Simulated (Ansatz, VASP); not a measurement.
This is a calculation of Fe for Ansatz 0.2.0.

input.yaml

```yaml
crystal:
  lattice:
    - [0.0, 1.9154967481, 1.9385464314]
    - [1.4781880421, 0.0, 1.9385464314]
    - [1.4781880421, 1.9154967481, 0.0]
  atoms:
    - { symbol: Fe, position: [0.0, 0.0, 0.0], spin: 3.0 }
hamiltonian:
  xc: lda
  pseudopotentials: { kind: paw }
magnetization:
  spin_polarized: true
kpoints:
  mp_grid: { grid: [13, 13, 13] }
scf:
  occupations: { method: fermi_dirac, width: 0.05 }
output:
  forces: true
  stress: true
  eigenvalues: true
```

Potentials or basis: Ansatz PAW.

The run is started by

```console
$ ansatz run input.yaml --threads 2 --pin off --max-ram 5632MiB --backend cpu --events-out ev --progress --plain --runs-dir out
```

Problem. Set up the same calculation for VASP 6.6.1. Potentials there: VASP PAW LDA potentials, release 64 (Fe).

Solution. As run (the cutoff follows the program's own potentials):

INCAR

```
PREC = Accurate ; ENCUT = 520
EDIFF = 1E-6 ; ISMEAR = -1
SIGMA = 0.05 ; LREAL = False
LASPH = True ; NELM = 150
ALGO = Fast ; ISIF = 2
LWAVE = False ; LCHARG = True
ISPIN = 2 ; MAGMOM = 3
LORBIT = 11 ; LMAXMIX = 4
GGA = CA ; LELF = True
LVHAR = True ; NBANDS = 14
```

KPOINTS

```
Automatic mesh
0
Gamma
  13 13 13
```

File POSCAR:

```
Fe
1.0
    0.0000000000      1.9154967481      1.9385464314
    1.4781880421      0.0000000000      1.9385464314
    1.4781880421      1.9154967481      0.0000000000
Fe
1
Direct
    0.0000000000      0.0000000000      0.0000000000
```

Potentials or basis: VASP PAW LDA potentials, release 64 (Fe).

Launch:

```bash
$ cat potpaw_LDA.64/Fe/POTCAR > POTCAR
$ mpirun -np 1 vasp_std > vasp.out
```

Both were run:

|  | VASP | Ansatz | Ansatz less VASP |
| --- | --- | --- | --- |
| gap on the k mesh at the Fermi level (eV) | none | none | - |
| pressure (GPa) | -12.6 | -11.8 | +0.83 |
| traceless stress, the component that is largest in VASP (GPa) | -6.70 | -6.70 | +0.007 |
| net moment per atom (μB) | 2.04 | 2.06 | +0.028 |
| size of the moment on the site where the two differ most (μB) | 2.01 | 2.07 | +0.062 |

LDA's correlation is that of Perdew and Zunger in VASP and of Perdew and Wang (1992) in Ansatz. Site moments also hang on the region over which each program counts them. A gap of «none» marks a metal or a gap that the smearing closes. VASP's potentials hold 8 valence electrons a cell and Ansatz's 16, so a difference there can come from the potentials and not from the codes.
